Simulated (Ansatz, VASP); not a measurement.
## Two plane-wave programs on GaSb

```
Ga Sb
1.0
    -1.67004    2.49098    2.88295
     1.67004   -2.49098    2.88295
     1.67004    2.49098   -2.88295
Ga Sb
1 1
Direct
  0.00000 0.00000 0.00000
  0.50000 0.50000 0.00000
```

Change from the starting cell: strain +e along x and -e along y +0.0400, strain +e along z and -e/2 along x and y +0.0000.

Alike in both runs: task single point; functional PBE; k mesh 16 × 16 × 16; occupations gaussian, width 0.15 eV; no spin polarisation.

```csv
,VASP,Ansatz
version,VASP 6.6.1,Ansatz 0.2.0
potentials or method,"VASP PAW PBE potentials, release 64 (Ga_d, Sb), cutoff 520 eV","scalar-relativistic, plane waves, PAW"
valence electrons in the cell,18,28
```

Ansatz gave:

```
gap on the k mesh at the Fermi level (eV)                     : none
pressure (GPa)                                                : 0.2
traceless stress, the component that is largest in VASP (GPa) : 0.89
```

Task: Which values does VASP return?

Result: gap on the k mesh at the Fermi level (eV): none; pressure (GPa): 0.2; traceless stress, the component that is largest in VASP (GPa): 0.90.

A gap of «none» marks a metal or a gap that the smearing closes. VASP's potentials hold 18 valence electrons a cell and Ansatz's 28, so a difference there can come from the potentials and not from the codes.

Neither program's run includes spin-orbit coupling.
